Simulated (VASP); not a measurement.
**TiSi2: single point with PBEsol+U**

TiSi2:

```xyz
3
Lattice="-1.6383 1.6387 4.9033 1.6383 -1.6387 4.9033 1.6383 1.6387 -4.9033" Properties=species:S:1:pos:R:3 pbc="T T T"
Ti    0.0000    0.0000    0.0000
Si    0.0000    0.0000    6.8969
Si    0.0000    0.0000    2.9098
```

```yaml
Program: VASP 6.6.1
Task: single point
Functional: PBEsol
Potentials_or_basis: VASP PAW PBE potentials, release 64 (Ti_sv, Si)
Cutoff: 520 eV
k_mesh: 12 × 12 × 12
Occupations: fermi-dirac, width 0.05 eV
Spin: no spin polarisation
Hubbard_terms: Ti d U = 8.0 eV
```

- Pressure: -9.0 GPa
- Largest force: 0.726 eV/Å
- Band gap on the k mesh: zero (bands 10 and 11 overlap by 2.52 eV)

Forces in eV/Å, atoms in the order of the input:
```
Ti   0.000  0.000  0.000
Si   0.000  0.000 -0.726
Si   0.000  0.000  0.726
```

Stress tensor (GPa, compression positive):
```
 -7.71   0.00   0.00
  0.00  -7.74   0.00
  0.00   0.00 -11.53
```

Levels at points of the mesh, in eV from the Fermi level:
```csv
k point,band 8,band 9,band 10,band 11,band 12,band 13
"(0.00, 0.00, 0.00)",-1.62,-0.85,-0.84,1.91,2.55,3.04
"(0.50, 0.00, 0.00)",-3.46,-0.98,1.49,2.46,2.55,2.65
"(0.00, 0.50, 0.00)",-3.46,-0.98,1.49,2.45,2.54,2.65
"(0.50, 0.50, 0.00)",-5.47,-2.18,-0.41,-0.01,0.55,0.98
"(0.50, 0.50, 0.50)",-0.53,-0.53,-0.52,1.73,2.13,2.13
```

Eigenvalues of the final occupation matrices:
```csv
site,spin,trace,eigenvalues
site 1 d,1,0.83,0.03 0.08 0.08 0.11 0.53
site 1 d,2,0.83,0.03 0.08 0.08 0.11 0.53
```

It took 33 min on 1 thread of Oxide Virtual Turin-like Processor, on a shared host, peak memory 0.4 GiB.

Caveat: the cell stands under tension; the PAW data sets were made with another functional, which shifts forces and pressure a little; U without spin polarisation on a metal has little footing; the U is typed as a test and isn't derived for this compound.
